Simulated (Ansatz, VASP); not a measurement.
## MgO: VASP beside Ansatz

```xyz
4
Lattice="3.5592 0.0000 0.0000 -1.7796 3.0823 0.0000 0.0000 0.0000 4.1497" Properties=species:S:1:pos:R:3 pbc="T T T"
Mg    1.7796    1.0274    3.1122
Mg    0.0000    2.0549    1.0374
O     1.7796    1.0274    1.0374
O     0.0000    2.0549    3.1122
```

Alike in both runs: task single point; functional PBE; k mesh 9 × 9 × 6; occupations gaussian, width 0.05 eV; no spin polarisation.

```csv
,VASP,Ansatz
version,VASP 6.6.1,Ansatz 0.2.0
potentials or method,"VASP PAW PBE potentials, release 64 (Mg, O), cutoff 520 eV","scalar-relativistic, plane waves, PAW"
valence electrons in the cell,16,32
```

|  | VASP | Ansatz | Ansatz less VASP |
| --- | --- | --- | --- |
| gap on the k mesh at the Fermi level (eV) | 3.30 | 3.32 | +0.020 |
| least direct gap on the mesh (eV) | 3.30 | 3.32 | +0.020 |
| pressure (GPa) | -0.2 | 0.4 | +0.58 |
| traceless stress, the component that is largest in VASP (GPa) | 3.40 | 3.48 | +0.087 |

VASP's potentials hold 16 valence electrons a cell and Ansatz's 32, so a difference there can come from the potentials and not from the codes.
